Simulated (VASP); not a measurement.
Write the native input for VASP 6.6.1 that does the following.

```
Task                   : single point
Functional             : LDA
Potentials or basis    : VASP PAW LDA potentials, release 64 (Sb)
Cutoff                 : 520 eV
k mesh                 : 13 × 13 × 9
Occupations            : fermi-dirac, width 0.1 eV
Spin                   : no spin polarisation
Dipole correction      : no
Further INCAR settings : ALGO = Normal; EDIFF = 1e-07; NBANDS = 12
```

The structure of Sb lies in POSCAR:

```
Sb
1.0
   -2.9831650487      2.9850967778      1.5937195316
    2.9850967778     -2.9831650487      1.5937195316
    3.0182096721      3.0182096721     -1.5901815661
Sb
2
Direct
    0.9999743445      0.0000256555      0.0000000000
    0.7500256555      0.2499743445      0.5000000000
```

These files were run (other wordings do the same):

INCAR

```
PREC = Accurate
ENCUT = 520
EDIFF = 1E-7
ISMEAR = -1
SIGMA = 0.1
LREAL = F
LASPH = T
NELM = 100
ALGO = Normal
ISIF = 2
LWAVE = F
LCHARG = F
GGA = CA
NBANDS = 12
```

KPOINTS

```
Automatic mesh
0
Gamma
  13 13 9
```

Potentials or basis: VASP PAW LDA potentials, release 64 (Sb).

Command:

```sh
$ cat potpaw_LDA.64/Sb/POTCAR > POTCAR
$ mpirun -np 1 vasp_std > vasp.out
```

Results of the run:

The pressure is -2.1 GPa. The band gap on the k mesh is zero (bands 5 and 6 overlap by 5.62 eV).

Caveat: spin-orbit coupling is left out, which moves the levels of the heavy elements.

It took 2 min on 1 thread of AMD EPYC 9R45 96-Core Processor (Zen 5) (shared host), peak memory 0.32 GiB.
